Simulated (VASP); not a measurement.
Here is a VASP 6.6.1 calculation.

The input INCAR:

```
SYSTEM = Li
PREC = Accurate
ENCUT = 520
EDIFF = 1E-8
ISMEAR = -1
SIGMA = 0.08
LREAL = .False.
LASPH = .True.
NELM = 80
ALGO = Normal
ISIF = 2
LWAVE = .False.
LCHARG = .False.
GGA = PE
LEFG = .True.
NBANDS = 10
```

File KPOINTS:

```
regular mesh
0
Gamma
  15 15 8
  0 0 0
```

File POSCAR:

```
Li
1.0
    3.1110021516     -0.0311100215     -0.0311100215
   -1.5824431447      2.7097619053     -0.0113870582
   -0.0509300000     -0.0509300000      5.0930000000
Li
2
Direct
    0.3333333333      0.6666666667      0.2500000000
    0.6666666667      0.3333333333      0.7500000000
```

Potentials or basis: VASP PAW PBE potentials, release 64 (Li_sv).

Run with:

```sh
$ cat potpaw_PBE.64/Li_sv/POTCAR > POTCAR
$ mpirun -np 1 vasp_std > vasp.out
```

Task: Estimate the band gap on the k mesh.

Result: Zero (bands 3 and 4 overlap by 4.46 eV).

Task: Estimate the largest force.

Result: 0.008 eV/Å.

Forces in eV/Å, atoms in the order of the input:
```
Li   0.008  0.000  0.001
Li  -0.008  0.000 -0.001
```

Caveat: the cell differs from its parent crystal (equal xy, yz and zx shear strains of -2 %); without QUAD_EFG the Cq values of the log hold for a quadrupole moment of 1 mb, not for the nuclei.
